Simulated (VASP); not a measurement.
Runs of VASP 6.6.1 on La2O3. The structure is that of space group P6/mmm (No. 191), or close to it. The cells are those of the table. 

| task | level | potentials or basis | cell | k mesh | cutoff (eV) | smearing | tolerance level | purpose | route | dipole correction | gap on the mesh (eV) | pressure (GPa) | largest force (eV/Å) |
| --- | --- | --- | --- | --- | --- | --- | --- | --- | --- | --- | --- | --- | --- |
| band structure | PBE | VASP PAW PBE potentials, release 64 (La, O) | a = 6.370, b = 6.370, c = 3.290 Å, angles 90.0, 90.0, 120.0°, 5 atoms | 3 × 3 × 6 | 460 | gaussian 0.03 eV | standard | bands | fixed density (ICHARG 11) | - | 1.64 | - | - |
| single point | LDA | VASP PAW LDA potentials, release 64 (La, O) | a = 6.454, b = 6.454, c = 3.333 Å, angles 90.0, 90.0, 120.0°, 5 atoms | 5 × 5 × 8 | 520 | fermi-dirac 0.05 eV | - | - | - | no | 1.67 | (a) | 0.06 |
| band structure | PBE | VASP PAW PBE potentials, release 64 (La, O) | a = 6.370, b = 6.370, c = 3.290 Å, angles 90.0, 90.0, 120.0°, 5 atoms | 5 × 5 × 8 | 640 | gaussian 0.03 eV | standard | bands | fixed density (ICHARG 11) | - | 1.64 | - | - |
| single point | LDA | VASP PAW LDA potentials, release 64 (La, O) | a = 6.495, b = 6.495, c = 3.354 Å, angles 90.0, 90.0, 120.0°, 5 atoms | 5 × 5 × 8 | 520 | fermi-dirac 0.05 eV | - | - | - | no | 1.73 | -9.5 | 0.06 |
| single point | PBEsol | VASP PAW PBE potentials, release 64 (La, O) | a = 6.495, b = 6.495, c = 3.354 Å, angles 90.0, 90.0, 120.0°, 5 atoms | 5 × 5 × 8 | 520 | fermi-dirac 0.05 eV | - | - | - | no | 1.80 | (c) | 0.06 |
| single point | PBEsol | VASP PAW PBE potentials, release 64 (La, O) | a = 6.454, b = 6.454, c = 3.333 Å, angles 90.0, 90.0, 120.0°, 5 atoms | 5 × 5 × 8 | 520 | fermi-dirac 0.05 eV | - | - | - | no | 1.74 | (b) | 0.05 |

Alike in all rows: no spin polarisation.

**Question.** Fill in the values left out.

**Answer.** (a) -8.2; (b) -6.3; (c) -7.7.

Caveats: spin-orbit coupling is left out, which moves the levels of the heavy elements; the cell stands under tension (at least some runs); the PAW data sets were made with another functional, which shifts forces and pressure a little (at least some runs); the cutoff is under 1.25 times the usual one of these potentials, so pressure, stress and relaxed cells hold a basis-set (Pulay) error (at least some runs).

A k mesh can miss the band edges, and the runs leave out spin-orbit coupling on La.
